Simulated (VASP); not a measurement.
# SiGe4 in VASP: further runs

The runs below take SiGe4 through single point, with LDA.

Program: VASP 6.6.1. These are calculated values, not measurements. Logs are shortened: lines on timing, memory, paths and dates and some standing lists are left out, and cuts for length are marked.

## (1) The cell of the first run

The cell holds a slab with vacuum, 5 atoms: a = 3.975 Å, b = 3.975 Å, c = 19.618 Å, α = 90.00°, β = 90.00°, γ = 120.00°.

## (2) Single point, LDA

The input, INCAR:

```
PREC = Accurate ; ENCUT = 520
EDIFF = 1E-7 ; ISMEAR = 0
SIGMA = 0.1 ; LREAL = F
LASPH = T ; NELM = 100
ALGO = Normal ; ISIF = 2
LWAVE = F ; LCHARG = F
LDIPOL = T ; IDIPOL = 3
DIPOL = 0.5 0.5 0.355 ; GGA = CA
NBANDS = 38
```

The input, KPOINTS:

```
Automatic mesh
0
Gamma
  9 9 1
```

The input, POSCAR:

```
SiGe4
1.0
    3.9749475856      0.0000000000      0.0000000000
   -1.9874737928      3.4424055879      0.0000000000
    0.0000000000      0.0000000000     19.6181517136
Ge Si
4 1
Direct
    0.3333333333      0.6666666667      0.2038928059
    0.0000000000      0.0000000000      0.2452515838
    0.0000000000      0.0000000000      0.3764881450
    0.6666666667      0.3333333333      0.4138081830
    0.6666666667      0.3333333333      0.5339655705
```

Potentials or basis: VASP PAW LDA potentials, release 64 (Ge_d, Si).

Started as:

```sh
$ cat potpaw_LDA.64/Ge_d/POTCAR potpaw_LDA.64/Si/POTCAR > POTCAR
$ mpirun -np 1 vasp_std > vasp.out
```

OUTCAR:

```text
PREC = Accurate
   ENCUT = 520
   EDIFF = 1E-7
   ISMEAR = 0
   LREAL = F
   LASPH = T
   NELM = 100
   ISIF = 2
   GGA = CA

 ion  position               nearest neighbor table
   1  0.333  0.667  0.204-   2 2.43   2 2.43   2 2.43
   2  0.000  0.000  0.245-   1 2.43   1 2.43   1 2.43   3 2.57
   3  0.000  0.000  0.376-   4 2.41   4 2.41   4 2.41   2 2.57
   4  0.667  0.333  0.414-   5 2.36   3 2.41   3 2.41   3 2.41
   5  0.667  0.333  0.534-   4 2.36

  LATTYP: Found a hexagonal cell.
 ALAT       =     3.9749475856
 C/A-ratio  =     4.9354491578

  Lattice vectors:

 A1 = (   3.9749475856,   0.0000000000,   0.0000000000)
 A2 = (  -1.9874737928,   3.4424055879,   0.0000000000)
 A3 = (   0.0000000000,   0.0000000000,  19.6181517136)

Analysis of symmetry for initial positions (statically):
=====================================================================
 Subroutine PRICEL returns:
 Original cell was already a primitive cell.

 Routine SETGRP: Setting up the symmetry group for a
 hexagonal supercell.

 Subroutine GETGRP returns: Found  6 space group operations
 (whereof  6 operations were pure point group operations)
 out of a pool of 24 trial point group operations.

The static configuration has the point symmetry C_3v.

Analysis of symmetry for dynamics (positions and initial velocities):
=====================================================================
 Subroutine PRICEL returns:
 Original cell was already a primitive cell.

 Routine SETGRP: Setting up the symmetry group for a
 hexagonal supercell.

 Subroutine GETGRP returns: Found  6 space group operations
 (whereof  6 operations were pure point group operations)
 out of a pool of 24 trial point group operations.

The dynamic configuration has the point symmetry C_3v.

 Subroutine INISYM returns: Found  6 space group operations
 (whereof  6 operations are pure point group operations),
 and found     1 'primitive' translations

----------------------------------------------------------------------------------------

                                     Primitive cell

  volume of cell :     268.4427

  direct lattice vectors                    reciprocal lattice vectors
     3.974947586  0.000000000  0.000000000     0.251575644  0.145247266  0.000000000
    -1.987473793  3.442405588  0.000000000     0.000000000  0.290494532  0.000000000
     0.000000000  0.000000000 19.618151714     0.000000000  0.000000000  0.050973201

  length of vectors
     3.974947586  3.974947586 19.618151714     0.290494532  0.290494532  0.050973201

  position of ions in fractional coordinates (direct lattice)
     0.333333333  0.666666667  0.203892806
     0.000000000  0.000000000  0.245251584
     0.000000000  0.000000000  0.376488145
     0.666666667  0.333333333  0.413808183
     0.666666667  0.333333333  0.533965571

  ion indices of the primitive-cell ions
   primitive index   ion index
                 1           1
                 2           2
                 3           3
                 4           4
                 5           5

----------------------------------------------------------------------------------------

 KPOINTS: Automatic mesh

Automatic generation of k-mesh.
 Grid dimensions read from file:
 generate k-points for:    9    9    1

 Generating k-lattice:

  Cartesian coordinates                     Fractional coordinates (reciprocal lattice)
     0.027952849  0.016138585  0.000000000     0.111111111  0.000000000  0.000000000
     0.000000000  0.032277170  0.000000000     0.000000000  0.111111111  0.000000000
     0.000000000  0.000000000  0.050973201     0.000000000  0.000000000  1.000000000

  Length of vectors
     0.032277170  0.032277170  0.050973201

  Shift w.r.t. Gamma in fractional coordinates (k-lattice)
     0.000000000  0.000000000  0.000000000

 Subroutine IBZKPT returns following result:
 ===========================================

 Found     12 irreducible k-points:

 Following reciprocal coordinates:
            Coordinates               Weight
  0.000000  0.000000  0.000000      1.000000
  0.111111 -0.000000  0.000000      6.000000
  0.222222  0.000000  0.000000      6.000000
  0.333333  0.000000  0.000000      6.000000
  0.444444  0.000000  0.000000      6.000000
  0.111111  0.111111  0.000000      6.000000
  0.222222  0.111111  0.000000     12.000000
  0.333333  0.111111  0.000000     12.000000
  0.444444  0.111111  0.000000      6.000000
  0.222222  0.222222  0.000000      6.000000
  0.333333  0.222222  0.000000     12.000000
  0.333333  0.333333  0.000000      2.000000
   k-points           NKPTS =     12   k-points in BZ     NKDIM =     12   number of bands    NBANDS=     38
   number of dos      NEDOS =    301   number of ions     NIONS =      5
   total plane-waves  NPLWV = 135000
   dimension x,y,z NGX =    30 NGY =   30 NGZ =  150
   dimension x,y,z NGXF=    60 NGYF=   60 NGZF=  300
   ions per type =               4   1
   NGX,Y,Z   is equivalent  to a cutoff of  12.55, 12.55, 12.71 a.u.
   NGXF,Y,Z  is equivalent  to a cutoff of  25.09, 25.09, 25.42 a.u.
 SYSTEM =  unknown system
   PREC   = accura    normal or accurate (medium, high low for compatibility)
   ISTART =      0    job   : 0-new  1-cont  2-samecut
   ICHARG =      2    charge: 1-file 2-atom 10-const
   ISPIN  =      1    spin polarized calculation?
   LNONCOLLINEAR =      F non collinear calculations
   LSORBIT =      F    spin-orbit coupling
   LASPH  =      T    aspherical Exc in radial PAW
   ENCUT  =  520.0 eV  38.22 Ry    6.18 a.u.   7.39  7.39 36.48*2*pi/ulx,y,z
   NELM   =    100;   NELMIN=  2; NELMDL= -5     # of ELM steps
   EDIFF  = 0.1E-06   stopping-criterion for ELM
   LREAL  =      F    real-space projection
   EDIFFG = 0.1E-05   stopping-criterion for IOM
   NSW    =      0    number of steps for IOM
   IBRION =     -1    ionic relax: 0-MD 1-quasi-New 2-CG
   NFREE  =      0    steps in history (QN), initial steepest desc. (CG)
   ISIF   =      2    stress and relaxation
   ISYM   =      2    0-nonsym 1-usesym 2-fastsym
   POTIM  = 0.5000    time-step for ionic-motion
   TEBEG  =    0.0;   TEEND  =   0.0 temperature during run
   PSTRESS=    0.0 pullay stress
   NELECT =      60.0000    total number of electrons
   NUPDOWN=      -1.0000    fix difference up-down
   EMIN   =  10.00;   EMAX   =-10.00  energy-range for DOS
   EFERMI =   0.00;   METHOD = LEGACY
   ISMEAR =     0;   SIGMA  =   0.10  broadening in eV -4-tet -1-fermi 0-gaus
   EFERMI_NEDOS =   21; number of points for ismear=-14 and -15
   IALGO  =     38    algorithm
   IMIX   =      4    mixing-type and parameters
     AMIX     =   0.40;   BMIX     =  1.00
     AMIX_MAG =   1.60;   BMIX_MAG =  1.00
  volume/ion in A,a.u.               =      53.69       362.31
  Fermi-wavevector in a.u.,A,eV,Ry     =   0.993516  1.877472 13.429950  0.987073
  Thomas-Fermi vector in A             =   2.125403
   LORBIT       =      0    0 simple, 1 ext, 2 COOP (PROOUT), +10 PAW based schemes
   GGA     = CA    functional components
   LHFCALC =     F    Hartree Fock is set to
   AEXX    =    0.0000 exact exchange contribution
   IVDW    =     0    specifies the selected vdW correction
   LEPSILON=     F    determine dielectric tensor
   LRPA    =     F    only Hartree local field effects (RPA)
 non-spin polarized calculation
 Gauss-broadening in eV      SIGMA  =   0.10
  energy-cutoff  :      520.00
  volume of cell :      268.44
 maximum number of plane-waves:      7279
 NGX is ok and might be reduce to    30
   NGX = 15   NGY = 15   NGZ = 73

 dipolmoment           0.000000      0.000000     -0.130296 electrons x Angstroem

 number of electron      60.0000056 magnetization

 dipolmoment           0.000000      0.000000      0.034917 electrons x Angstroem

 Free energy of the ion-electron system (eV)
  ---------------------------------------------------
  ext. energy  EPLUGINS =         0.00000000
  ---------------------------------------------------
  free energy    TOTEN  =       -23.13794724 eV

  energy without entropy =      -23.12490256  energy(sigma->0) =      -23.13142490

 E-fermi :  -1.0537     XC(G=0):  -5.1433

 val. band max:       -1.0656543557   @ k =   0.0000   0.0000   0.0000
 cond. band min:      -1.0479364599   @ k =   0.2222   0.0000   0.0000
 fundamental gap:      0.0177178958
 Fermi energy:        -1.0536743135

 k-point     1 :       0.0000    0.0000    0.0000
  band No.  band energies     occupation
      1     -25.7551      2.00000
      2     -25.7551      2.00000
      3     -25.7467      2.00000
      4     -25.6943      2.00000
      5     -25.6943      2.00000
      6     -25.5123      2.00000
[... 30 lines left out ...]
     37       2.9434      0.00000
     38       3.2078      0.00000

 k-point     2 :       0.1111   -0.0000    0.0000
  band No.  band energies     occupation
      1     -25.7606      2.00000
      2     -25.7574      2.00000
      3     -25.7446      2.00000
      4     -25.6916      2.00000
      5     -25.6908      2.00000
      6     -25.5146      2.00000
[... 30 lines left out ...]
     37       3.1407      0.00000
     38       3.2492      0.00000

 k-point     3 :       0.2222    0.0000    0.0000
  band No.  band energies     occupation
      1     -25.7676      2.00000
      2     -25.7619      2.00000
      3     -25.7435      2.00000
      4     -25.6864      2.00000
      5     -25.6854      2.00000
      6     -25.5186      2.00000
[... 30 lines left out ...]
     37       3.8577      0.00000
[... 289 lines left out ...]
 k-point    11 :       0.3333    0.2222    0.0000
  band No.  band energies     occupation
      1     -25.7813      2.00000
      2     -25.7709      2.00000
      3     -25.7390      2.00000
      4     -25.6873      2.00000
      5     -25.6647      2.00000
      6     -25.5347      2.00000
[... 30 lines left out ...]
     37       4.1921      0.00000
     38       4.6398      0.00000

 k-point    12 :       0.3333    0.3333    0.0000
  band No.  band energies     occupation
      1     -25.7852      2.00000
      2     -25.7713      2.00000
      3     -25.7382      2.00000
      4     -25.6869      2.00000
      5     -25.6591      2.00000
      6     -25.5381      2.00000
[... 30 lines left out ...]
     37       5.0786      0.00000
     38       5.3641      0.00000

------------------------ aborting loop because EDIFF is reached ----------------------------------------

 vacuum level on the upper side and lower side of the slab       (xc-potential included)         0.128        -0.300

  FORCE on cell =-STRESS in cart. coord.  units (eV):
  Direction    XX          YY          ZZ          XY          YZ          ZX
  --------------------------------------------------------------------------------------
  -------------------------------------------------------------------------------------
  Total       -2.1429686     -2.1429686     -0.4455166      0.0000000      0.0000000      0.0000000
  in kB      -12.7901270    -12.7901270     -2.6590283      0.0000000      0.0000000      0.0000000
  external PRESSURE =      -9.4130941 kB  Pullay stress =       0.0000000 kB

 VOLUME and BASIS-vectors are now :
 -----------------------------------------------------------------------------
  energy-cutoff  :      520.00
  volume of cell :      268.44
      direct lattice vectors                 reciprocal lattice vectors
     3.974947586  0.000000000  0.000000000     0.251575644  0.145247266  0.000000000
    -1.987473793  3.442405588  0.000000000     0.000000000  0.290494532  0.000000000
     0.000000000  0.000000000 19.618151714     0.000000000  0.000000000  0.050973201

 POSITION                                       TOTAL-FORCE (eV/Angst)
 -----------------------------------------------------------------------------------
     -0.00000      2.29494      4.00000        -0.000000      0.000000      0.411251
      0.00000      0.00000      4.81138         0.000000     -0.000000     -0.277531
      0.00000      0.00000      7.38600        -0.000000     -0.000000     -0.461449
      1.98747      1.14747      8.11815         0.000000     -0.000000      0.317013
      1.98747      1.14747     10.47542        -0.000000     -0.000000      0.010716
 -----------------------------------------------------------------------------------
    total drift:                                0.000000      0.000000     -0.000575

  FREE ENERGIE OF THE ION-ELECTRON SYSTEM (eV)
  ---------------------------------------------------
  free  energy   TOTEN  =       -23.1379472385 eV

  energy  without entropy=      -23.1249025625  energy(sigma->0) =      -23.13142490

 vacuum level on the upper side and lower side of the slab         4.117         3.671
```

It took 7.6 min on 1 thread of Intel Xeon 8259CL, shared host; peak memory 0.31 GiB.

What came out:

```yaml
Free_energy: -23.1379 eV
Largest_force: 0.461 eV/Å
Band_gap_on_the_k_mesh: zero (bands 30 and 31 overlap by 0.68 eV)
```

Forces in eV/Å, atoms in the order of the input:
```
Ge   0.000  0.000  0.411
Ge   0.000  0.000 -0.278
Ge   0.000  0.000 -0.461
Ge   0.000  0.000  0.317
Si   0.000  0.000  0.011
```

Levels at points of the mesh, in eV from the Fermi level:
| k point | band 27 | band 28 | band 29 | band 30 | band 31 | band 32 | band 33 | band 34 |
| --- | --- | --- | --- | --- | --- | --- | --- | --- |
| (0.00, 0.00, 0.00) | -0.77 | -0.01 | -0.01 | 0.45 | 0.76 | 1.21 | 2.51 | 2.51 |

## (3) Single point, LDA

The input, INCAR:

```
PREC = Accurate
ENCUT = 520
EDIFF = 1E-6
ISMEAR = 0
SIGMA = 0.1
LREAL = F
LASPH = T
NELM = 80
ALGO = Normal
ISIF = 2
LWAVE = F
LCHARG = F
LDIPOL = T
IDIPOL = 3
DIPOL = 0.5 0.5 0.349
NBANDS = 38
```

KPOINTS is that of step 2.

Changes to POSCAR since step 2:

```diff
@@ -12,2 +12,2 @@
     0.6666666667      0.3333333333      0.4138081830
-    0.6666666667      0.3333333333      0.5339655705
+    1.0000000000      1.0000000000      0.5031131549
```

Potentials or basis: VASP PAW LDA potentials, release 64 (Ge_d, Si).

Started as:

```sh
$ cat potpaw_LDA.64/Ge_d/POTCAR potpaw_LDA.64/Si/POTCAR > POTCAR
$ mpirun -np 1 vasp_std > vasp.out
```

It took 6.9 min on 1 thread of Intel Xeon 8259CL, shared host; peak memory 0.31 GiB.

It converged, with:

| Property | Result |
| --- | --- |
| Free energy | -23.2400 eV |
| Largest force | 1.612 eV/Å |
| Band gap on the k mesh | zero (bands 30 and 31 overlap by 0.29 eV) |

Forces in eV/Å, atoms in the order of the input:
```
Ge   0.000  0.000  0.163
Ge   0.000  0.000 -0.113
Ge   0.000  0.000 -1.612
Ge   0.000  0.000  1.539
Si   0.000  0.000  0.024
```

Levels at points of the mesh, in eV from the Fermi level:
| k point | band 27 | band 28 | band 29 | band 30 | band 31 | band 32 | band 33 | band 34 |
| --- | --- | --- | --- | --- | --- | --- | --- | --- |
| (0.00, 0.00, 0.00) | -1.72 | -1.46 | -0.01 | -0.01 | 1.18 | 1.62 | 2.31 | 2.31 |

## (4) Single point, LDA

The input, INCAR:

```
ALGO = Normal
DIPOL = 0.5 0.5 0.344
EDIFF = 1E-7
ENCUT = 520
IDIPOL = 3
ISIF = 2
ISMEAR = 0
LASPH = T
LCHARG = F
LDIPOL = T
LREAL = F
LWAVE = F
NBANDS = 38
NELM = 100
PREC = Accurate
SIGMA = 0.1
```

The input, KPOINTS:

```
k-points
0
Gamma
  9 9 1
```

Changes to POSCAR since step 3:

```diff
@@ -12,2 +12,2 @@
     0.6666666667      0.3333333333      0.4138081830
-    1.0000000000      1.0000000000      0.5031131549
+    1.3333333333      0.6666666667      0.4783133167
```

Started as:

```sh
$ cat potpaw_LDA.64/Ge_d/POTCAR potpaw_LDA.64/Si/POTCAR > POTCAR
$ mpirun -np 1 vasp_std > vasp.out
```

It took 6 min on 1 thread of Intel Xeon 8259CL, shared host; peak memory 0.31 GiB.

It converged, with:

* Free energy: -23.4071 eV
* Largest force: 1.289 eV/Å

Forces in eV/Å, atoms in the order of the input:
```
Ge   0.000  0.000  0.268
Ge   0.000  0.000 -0.181
Ge   0.000  0.000 -1.289
Ge   0.000  0.000  1.185
Si   0.000  0.000  0.017
```

Levels at points of the mesh, in eV from the Fermi level:
```
           k point  band 28  band 29  band 30  band 31  band 32  band 33
(0.00, 0.00, 0.00)    -0.31    -0.31     0.04     0.18     0.18     1.02
```

## (5) Overview

```csv
cell,gap on the mesh (eV),largest force (eV/Å)
"as given, atomic positions A",none,0.46
"as given, atomic positions B",none,1.61
"as given, atomic positions C",-,1.29
```

Alike in all rows: task single point; level LDA; potentials or basis VASP PAW LDA potentials, release 64 (Ge_d, Si); no spin polarisation; k mesh 9 × 9 × 1; cutoff (eV) 520; smearing gaussian 0.1 eV.

Absolute energies hang on the potentials; compare differences alone.
